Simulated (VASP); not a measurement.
# MgC62 (a cell with a defect) in VASP: single point with HSE06

Aim: the single point of MgC62 (a cell with a defect) with HSE06.

Program: VASP 6.6.1. These are calculated values, not measurements. Logs are shortened: lines on timing, memory, paths and dates and some standing lists are left out, and cuts for length are marked.

## Step 1: The cell of the first run

The cell holds a defect, 63 atoms: a = 7.108 Å, b = 7.108 Å, c = 7.108 Å, α = 90.00°, β = 90.00°, γ = 90.00°.

## Step 2: Single point, HSE06

The input, POSCAR:

```
MgC62
1.0
    7.1076060000      0.0000000000      0.0000000000
    0.0000000000      7.1076060000      0.0000000000
    0.0000000000      0.0000000000      7.1076060000
C Mg
62 1
Direct
    0.9989580000      0.9987780000      0.9989390000
    0.9998280000      0.9996450000      0.4997390000
    0.9998280000      0.4995710000      0.9998110000
    0.9999180000      0.4991920000      0.4993560000
    0.4997560000      0.9996470000      0.9998100000
    0.4993730000      0.9997430000      0.4993540000
    0.4993730000      0.4991900000      0.9999040000
    0.1244250000      0.1242440000      0.1244060000
    0.1235540000      0.1233730000      0.6235990000
    0.1235530000      0.6234300000      0.1235350000
    0.1234650000      0.6238210000      0.6239870000
    0.6236160000      0.1233740000      0.1235350000
    0.6240030000      0.1232870000      0.6239850000
    0.6240030000      0.6238200000      0.1234470000
    0.2497820000      0.2496010000      0.0003710000
    0.2498870000      0.2497060000      0.5008680000
    0.2471630000      0.7499190000      0.0007910000
    0.2486100000      0.7496160000      0.4983110000
    0.7501000000      0.2469820000      0.0007940000
    0.7498010000      0.2484280000      0.4983080000
    0.7479560000      0.7477720000      0.9980950000
    0.7609870000      0.7608120000      0.4863170000
    0.3754200000      0.3752370000      0.1252490000
    0.3623900000      0.3622170000      0.6370030000
    0.3732660000      0.8760320000      0.1225500000
    0.3735740000      0.8745900000      0.6250340000
    0.8762130000      0.3730850000      0.1225480000
    0.8747720000      0.3733910000      0.6250350000
    0.8735910000      0.8734090000      0.1229650000
    0.8734970000      0.8733140000      0.6224630000
    0.2497830000      0.0002100000      0.2497650000
    0.2471610000      0.0006310000      0.7500820000
    0.2498880000      0.5007000000      0.2498690000
    0.2486030000      0.4981440000      0.7497840000
    0.7501000000      0.0006300000      0.2471440000
    0.7479560000      0.9979320000      0.7479390000
    0.7498030000      0.4981440000      0.2485860000
    0.7609880000      0.4861560000      0.7609720000
    0.3754220000      0.1250890000      0.3754040000
    0.3732660000      0.1223840000      0.8761940000
    0.3623910000      0.6368410000      0.3623710000
    0.3735730000      0.6248680000      0.8747510000
    0.8762120000      0.1223860000      0.3732490000
    0.8735890000      0.1228050000      0.8735730000
    0.8747690000      0.6248680000      0.3735560000
    0.8734980000      0.6222950000      0.8734810000
    0.0003890000      0.2496020000      0.2497660000
    0.0008110000      0.2469820000      0.7500830000
    0.0008110000      0.7499180000      0.2471430000
    0.9981130000      0.7477710000      0.7479370000
    0.5008860000      0.2497070000      0.2498690000
    0.4983270000      0.2484260000      0.7497820000
    0.4983290000      0.7496160000      0.2485910000
    0.4863390000      0.7608120000      0.7609690000
    0.1252660000      0.3752370000      0.3754040000
    0.1225640000      0.3730850000      0.8761950000
    0.1225680000      0.8760320000      0.3732470000
    0.1229830000      0.8734090000      0.8735720000
    0.6370260000      0.3622150000      0.3623690000
    0.6250520000      0.3733900000      0.8747530000
    0.6250500000      0.8745900000      0.3735540000
    0.6224810000      0.8733160000      0.8734810000
    0.5617100000      0.5615040000      0.5616980000
```

The input, INCAR.step1:

```
SYSTEM = MgC62
ALGO = Normal ; EDIFF = 1E-5
ENCUT = 520 ; GGA = PE
GGA_COMPAT = .False. ; ISIF = 2
ISMEAR = -1 ; ISYM = 0
LASPH = .True. ; LCHARG = .False.
LREAL = Auto ; LWAVE = .True.
NBANDS = 162 ; NELM = 120
PREC = Accurate ; SIGMA = 0.05
```

The input, INCAR.step2:

```
SYSTEM = MgC62
ALGO = Normal ; EDIFF = 1E-6
ENCUT = 520 ; GGA = PE
GGA_COMPAT = .False. ; HFSCREEN = 0.2079
ISIF = 2 ; ISMEAR = -1
ISTART = 1 ; ISYM = 0
LASPH = .True. ; LCHARG = .False.
LHFCALC = .True. ; LREAL = Auto
LWAVE = .False. ; NBANDS = 162
NELM = 120 ; PREC = Accurate
PRECFOCK = Fast ; SIGMA = 0.05
```

The input, KPOINTS:

```
Automatic mesh
0
Gamma
  1 1 1
  0.25 0.25 0.25
```

Potentials or basis: VASP PAW PBE potentials, release 64 (C, Mg).

Started as:

```
cat potpaw_PBE.64/C/POTCAR potpaw_PBE.64/Mg/POTCAR > POTCAR
cp INCAR.step1 INCAR
mpirun -np 1 vasp_std > vasp.out
cp INCAR.step2 INCAR
mpirun -np 1 vasp_std > vasp.out
```

OUTCAR:

```text
SYSTEM = MgC62
   EDIFF = 1E-6
   ENCUT = 520
   GGA = PE
   HFSCREEN = 0.2079
   ISIF = 2
   ISMEAR = -1
   ISTART = 1
   ISYM = 0
   LASPH = .True.
   LHFCALC = .True.
   LREAL = Auto
   NELM = 120
   PREC = Accurate
   PRECFOCK = Fast

 ion  position               nearest neighbor table
   1  0.999  0.999  0.999-  58 1.54  44 1.54  29 1.54   8 1.54
   2  1.000  1.000  0.500-   9 1.52  57 1.53  43 1.53  30 1.54
   3  1.000  0.500  1.000-  10 1.52  27 1.53  56 1.53  46 1.54
   4  1.000  0.499  0.499-  11 1.53  55 1.53  45 1.55  28 1.55
   5  0.500  1.000  1.000-  12 1.52  40 1.53  25 1.53  62 1.54
   6  0.499  1.000  0.499-  13 1.53  39 1.53  61 1.55  26 1.55
[... 9 lines left out ...]
  16  0.250  0.250  0.501-  24 1.49   9 1.54  55 1.54  39 1.54
  17  0.247  0.750  0.001-  10 1.53  25 1.53  58 1.54  42 1.55
[... 30 lines left out ...]
  48  0.001  0.247  0.750-   9 1.53  56 1.53  44 1.54  28 1.55
  49  0.001  0.750  0.247-  10 1.53  57 1.53  29 1.54  45 1.55
  50  0.998  0.748  0.748-  11 1.53  30 1.54  46 1.54  58 1.54
  51  0.501  0.250  0.250-  59 1.49  12 1.54  23 1.54  39 1.54
  52  0.498  0.248  0.750-  24 1.49  13 1.55  60 1.55  40 1.55  63 2.63
  53  0.498  0.750  0.249-  41 1.49  14 1.55  61 1.55  25 1.55  63 2.63
  54  0.486  0.761  0.761-  62 1.49  26 1.49  42 1.49  63 2.07
  55  0.125  0.375  0.375-   4 1.53  16 1.54  33 1.54  47 1.54
  56  0.123  0.373  0.876-   3 1.53  48 1.53  15 1.54  34 1.55
  57  0.123  0.876  0.373-   2 1.53  49 1.53  31 1.54  18 1.55
  58  0.123  0.873  0.874-   1 1.54  17 1.54  32 1.54  50 1.54
  59  0.637  0.362  0.362-  51 1.49  37 1.49  20 1.49  63 2.07
  60  0.625  0.373  0.875-  38 1.49   7 1.55  52 1.55  19 1.55  63 2.63
  61  0.625  0.875  0.374-  22 1.49   6 1.55  53 1.55  35 1.55  63 2.63
  62  0.622  0.873  0.873-  54 1.49   5 1.54  36 1.54  21 1.54
  63  0.562  0.562  0.562-  38 2.07  54 2.07  24 2.07  22 2.07  59 2.07  41 2.07  60 2.63  28 2.63
                            52 2.63  42 2.63  20 2.63  45 2.63  34 2.63  26 2.63  37 2.63  61 2.63

IMPORTANT INFORMATION: All symmetrisations will be switched off!
NOSYMM: (Re-)initialisation of all symmetry stuff for point group C_1.

----------------------------------------------------------------------------------------

                                     Primitive cell

  volume of cell :     359.0625

  direct lattice vectors                    reciprocal lattice vectors
     7.107606000  0.000000000  0.000000000     0.140694349  0.000000000  0.000000000
     0.000000000  7.107606000  0.000000000     0.000000000  0.140694349  0.000000000
     0.000000000  0.000000000  7.107606000     0.000000000  0.000000000  0.140694349

  length of vectors
     7.107606000  7.107606000  7.107606000     0.140694349  0.140694349  0.140694349

  position of ions in fractional coordinates (direct lattice)
     0.998958000  0.998778000  0.998939000
[... 199 lines left out ...]
     AMIX_MAG =   1.60;   BMIX_MAG =  1.00
  volume/ion in A,a.u.               =       5.70        38.46
  Fermi-wavevector in a.u.,A,eV,Ry     =   1.450991  2.741976 28.645378  2.105376
  Thomas-Fermi vector in A             =   2.568540
   LORBIT       =      0    0 simple, 1 ext, 2 COOP (PROOUT), +10 PAW based schemes
   GGA     = PE    functional components
   LHFCALC =     T    Hartree Fock is set to
   PRECFOCK=fast      Normal, Fast or Accurate (Low or Medium for compatibility)
   ENCUT4O =  -1.0   cutoff for four orbital integrals eV
   NKREDX  =     1    reduce k-point grid by
   NKREDY  =     1    reduce k-point grid by
   NKREDZ  =     1    reduce k-point grid by
   AEXX    =    0.2500 exact exchange contribution
   HFSCREEN=    0.2079 screening length (either q_TF or 0.3 A-1)
   HFSCREENC=   0.2079 screening length for correlation (either q_TF or 0.3 A-1)
   ENCUTFOCK=  -1.0 apply spherical cutoff to Coloumb kernel
   IVDW    =     0    specifies the selected vdW correction
   LEPSILON=     F    determine dielectric tensor
   LRPA    =     F    only Hartree local field effects (RPA)
 non-spin polarized calculation
  energy-cutoff  :      520.00
  volume of cell :      359.06
 maximum number of plane-waves:      9651
 NGX is ok and might be reduce to    54
  NGX = 28; NGY = 28; NGZ = 28

 number of electron     249.9999996 magnetization

 Free energy of the ion-electron system (eV)
  ---------------------------------------------------
  ext. energy  EPLUGINS =         0.00000000
  ---------------------------------------------------
  free energy    TOTEN  =      -643.16945077 eV

  energy without entropy =     -643.10019673  energy(sigma->0) =     -643.13482375

 E-fermi :  10.3076     XC(G=0): -10.8106

 val. band max:       10.2674970096   @ k =   0.2500   0.2500   0.2500
 cond. band min:      10.3748433081   @ k =  -0.2500  -0.2500   0.2500
 fundamental gap:      0.1073462985
 Fermi energy:        10.3075614061

 k-point     1 :       0.2500    0.2500    0.2500
  band No.  band energies     occupation
      1     -14.1135      2.00000
      2     -12.9943      2.00000
      3     -12.9943      2.00000
      4     -12.5600      2.00000
      5     -11.7647      2.00000
      6     -11.7647      2.00000
[... 549 lines left out ...]
    136      16.7138      0.00000
    137      17.1365      0.00000
 [bands above 137 left out]

------------------------ aborting loop because EDIFF is reached ----------------------------------------

  FORCE on cell =-STRESS in cart. coord.  units (eV):
  Direction    XX          YY          ZZ          XY          YZ          ZX
  --------------------------------------------------------------------------------------
  -------------------------------------------------------------------------------------
  Total       12.0882892     12.1224893     12.0937549     -5.0946018     -5.0931300     -5.0938147
  in kB       53.9393102     54.0919148     53.9636986    -22.7326882    -22.7261207    -22.7291757
  external PRESSURE =      53.9983079 kB  Pullay stress =       0.0000000 kB

 VOLUME and BASIS-vectors are now :
 -----------------------------------------------------------------------------
  energy-cutoff  :      520.00
  volume of cell :      359.06
      direct lattice vectors                 reciprocal lattice vectors
     7.107606000  0.000000000  0.000000000     0.140694349  0.000000000  0.000000000
     0.000000000  7.107606000  0.000000000     0.000000000  0.140694349  0.000000000
     0.000000000  0.000000000  7.107606000     0.000000000  0.000000000  0.140694349

 POSITION                                       TOTAL-FORCE (eV/Angst)
 -----------------------------------------------------------------------------------
      7.10020      7.09892      7.10006        -0.032997     -0.031290     -0.032928
      7.10638      7.10508      3.55195         0.151384      0.152500     -0.247248
      7.10638      3.55075      7.10626         0.150409     -0.243802      0.150454
      7.10702      3.54806      3.54923        -0.124754      0.066135      0.063517
      3.55207      7.10510      7.10626        -0.247004      0.152746      0.152163
      3.54935      7.10578      3.54921         0.062946     -0.121999      0.062980
[... 55 lines left out ...]
      4.42435      6.20719      6.20836         0.067887     -0.124737     -0.125065
      3.99241      3.99095      3.99233        -0.001790      0.000548     -0.002435
 -----------------------------------------------------------------------------------
    total drift:                                0.043780      0.048847      0.044578

  FREE ENERGIE OF THE ION-ELECTRON SYSTEM (eV)
  ---------------------------------------------------
  free  energy   TOTEN  =      -643.1694507674 eV

  energy  without entropy=     -643.1001967320  energy(sigma->0) =     -643.13482375
```

Run time: 3 h. Hardware: 1 thread of Intel Xeon Platinum 8375C at 2.90GHz (Ice Lake), shared host; peak memory 0.72 GiB.

Results:

| Quantity | Value |
| --- | --- |
| Free energy | -643.1695 eV |
| Pressure | 5.4 GPa |
| Largest force | 0.328 eV/Å |
| Band gap on the k mesh | 0.11 eV |

Forces on the atoms (eV/Å):
```
C   -0.033 -0.031 -0.033
C    0.151  0.152 -0.247
C    0.150 -0.244  0.150
C   -0.125  0.066  0.064
C   -0.247  0.153  0.152
C    0.063 -0.122  0.063
C    0.062  0.066 -0.127
C    0.026  0.031  0.028
C   -0.154 -0.155  0.245
C   -0.153  0.245 -0.154
C    0.121 -0.057 -0.057
C    0.245 -0.154 -0.152
C   -0.056  0.120 -0.055
C   -0.055 -0.056  0.122
C    0.003  0.001  0.053
C    0.124  0.122 -0.077
C    0.049 -0.160 -0.059
C   -0.139  0.202  0.166
C   -0.159  0.049 -0.058
C    0.200 -0.139  0.165
C    0.074  0.076  0.044
C    0.098  0.101  0.213
C   -0.076 -0.077 -0.047
C   -0.107 -0.106 -0.196
C    0.167 -0.050  0.063
C   -0.197  0.135 -0.169
C   -0.050  0.166  0.062
C    0.136 -0.200 -0.168
C    0.001  0.002 -0.060
C   -0.125 -0.124  0.067
C    0.003  0.055  0.003
C    0.051 -0.061 -0.160
C    0.124 -0.079  0.124
C   -0.139  0.165  0.202
C   -0.159 -0.060  0.051
C    0.075  0.044  0.075
C    0.201  0.165 -0.139
C    0.102  0.211  0.102
C   -0.075 -0.050 -0.076
C    0.166  0.063 -0.051
C   -0.104 -0.197 -0.104
C   -0.198 -0.168  0.135
C   -0.050  0.062  0.166
C    0.000 -0.061  0.000
C    0.135 -0.168 -0.199
C   -0.128  0.072 -0.128
C    0.053  0.000  0.002
C   -0.059  0.048 -0.160
C   -0.060 -0.160  0.049
C    0.043  0.075  0.075
C   -0.077  0.122  0.124
C    0.165 -0.139  0.200
C    0.166  0.201 -0.138
C    0.212  0.101  0.099
C   -0.047 -0.077 -0.076
C    0.063  0.166 -0.050
C    0.063 -0.050  0.167
C   -0.060  0.002  0.001
C   -0.197 -0.106 -0.106
C   -0.168 -0.200  0.137
C   -0.168  0.135 -0.197
C    0.068 -0.125 -0.125
Mg  -0.002  0.001 -0.002
```

Stress tensor (GPa, compression positive):
```
 5.39 -2.27 -2.27
-2.27  5.41 -2.27
-2.27 -2.27  5.40
```

Levels at points of the mesh, in eV from the valence-band top:
```tsv
k point	band 123	band 124	band 125	band 126	band 127	band 128
(0.25, 0.25, 0.25)	-2.15	0.00	0.00	0.60	0.60	5.04
```

Caveat: the PAW data sets were made with another functional, which shifts forces and pressure a little.
